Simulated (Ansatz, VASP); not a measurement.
# One calculation of WC, two programs

INCAR

```
SYSTEM = WC
PREC = Accurate
ENCUT = 520
EDIFF = 1E-7
ISMEAR = 1
SIGMA = 0.1
LREAL = .FALSE.
LASPH = .TRUE.
NELM = 60
ALGO = Normal
ISIF = 2
LWAVE = .FALSE.
LCHARG = .FALSE.
GGA = PS
NBANDS = 16
```

Contents of KPOINTS:

```
regular mesh
0
G
  11 11 11
  0 0 0
```

Contents of POSCAR:

```
WC
1.0
    0.0000000000      2.2215343616      2.2215343616
    2.2215343616      0.0000000000      2.2215343616
    2.2215343616      2.2215343616      0.0000000000
W C
1 1
Direct
    0.0000000000      0.0000000000      0.0000000000
    0.5000000000      0.5000000000      0.5000000000
```

Input for Ansatz:

```yaml
crystal:
  lattice:
    - [0.0, 2.2215343615684264, 2.2215343615684264]
    - [2.2215343615684264, 0.0, 2.2215343615684264]
    - [2.2215343615684264, 2.2215343615684264, 0.0]
  atoms:
    - { symbol: W, position: [0.0, 0.0, 0.0] }
    - { symbol: C, position: [0.5, 0.5, 0.5] }
basis:
  ecutwfc: 500.0
kpoints:
  mp_grid:
    grid: [11, 11, 11]
hamiltonian:
  xc: pbesol
scf:
  occupations:
    method: methfessel_paxton
output:
  stress: true
```

Alike in both runs: task single point; functional PBEsol; k mesh 11 × 11 × 11; no spin polarisation.

|  | VASP | Ansatz |
| --- | --- | --- |
| version | VASP 6.6.1 | Ansatz 0.2.0 |
| potentials or method | VASP PAW PBE potentials, release 64 (W_sv, C), cutoff 520 eV | plane waves, PAW |
| occupations | methfessel-paxton of order 1, width 0.1 eV | methfessel-paxton of order 1 |
| valence electrons in the cell | 18 | 18 |

Ansatz gave:

* pressure (GPa): -22.5

Question: What did VASP give for the same quantities?

Answer: Pressure (GPa): -21.6.

VASP's potentials were made for PBE, not for PBEsol.

Spin-orbit coupling is off throughout.
